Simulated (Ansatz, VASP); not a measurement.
Pt in VASP and in Ansatz

```
Pt
1.0
     0.00000    1.98506    1.98506
     1.98506    0.00000    1.98506
     1.98506    1.98506    0.00000
Pt
1
Cartesian
  0.0000 0.0000 0.0000
```

Alike in both runs: task relaxation of cell and atoms; functional LDA; k mesh 18 × 18 × 18; occupations gaussian, width 0.1 eV; no spin polarisation.

```csv
,VASP,Ansatz
version,VASP 6.6.1,Ansatz 0.2.0
potentials or method,"VASP PAW LDA potentials, release 64 (Pt), cutoff 600 eV","scalar-relativistic, plane waves, PAW"
valence electrons in the cell,10,18
```

```tsv
	VASP	Ansatz	Ansatz less VASP
gap on the k mesh at the Fermi level, each at its own relaxed structure (eV)	none	none	-
relaxed volume (Å³/atom)	14.80	14.76	-0.042
relaxed cell length with the largest relative difference (Å)	2.756	2.753	-0.0026
```

LDA's correlation is that of Perdew and Zunger in VASP and of Perdew and Wang (1992) in Ansatz. A gap of «none» marks a metal or a gap that the smearing closes. VASP's potentials hold 10 valence electrons a cell and Ansatz's 18, so a difference there can come from the potentials and not from the codes.

Spin-orbit coupling is off throughout.
